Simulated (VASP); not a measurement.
Set up this calculation in VASP 6.6.1, as the native input.

| Item | Value |
| --- | --- |
| Task | single point |
| Functional | PBE |
| Potentials or basis | VASP PAW PBE potentials, release 64 (Si) |
| Cutoff | 520 eV |
| k mesh | 15 × 15 × 15 |
| Occupations | fermi-dirac, width 0.1 eV |
| Spin | no spin polarisation |
| Dipole correction | no |
| Further INCAR settings | ALGO = Normal; EDIFF = 1e-06; NBANDS = 11 |

The structure of Si lies in POSCAR:

```
Si
1.0
   -2.2510000000      2.3685000000      1.2750000000
    2.2510000000     -2.3685000000      1.2750000000
    2.2510000000      2.3685000000     -1.2750000000
Si
2
Direct
    0.8070000000      0.0570000000      0.7500000000
    0.1930000000      0.9430000000      0.2500000000
```

The input as run:

INCAR

```
SYSTEM = Si
PREC = Accurate
ENCUT = 520
EDIFF = 1E-6
ISMEAR = -1
SIGMA = 0.1
LREAL = .False.
LASPH = .True.
NELM = 80
ALGO = Normal
ISIF = 2
LWAVE = .False.
LCHARG = .True.
GGA = PE
LELF = .True.
LVHAR = .True.
NBANDS = 11
```

KPOINTS

```
regular mesh
0
Gamma
  15 15 15
  0 0 0
```

Potentials or basis: VASP PAW PBE potentials, release 64 (Si).

Command:

```sh
$ cat potpaw_PBE.64/Si/POTCAR > POTCAR
$ mpirun -np 1 vasp_std > vasp.out
```

Results of the run:

```json
{"Pressure": "15.7 GPa", "Band gap on the k mesh": "zero (band 4 reaches 13.50 eV, above the bottom of band 5 at 5.73 eV)"}
```

Wall time 50 s on 1 thread of Intel(R) Xeon(R) 6975P-C (Granite Rapids), on a shared host, peak memory 0.24 GiB.
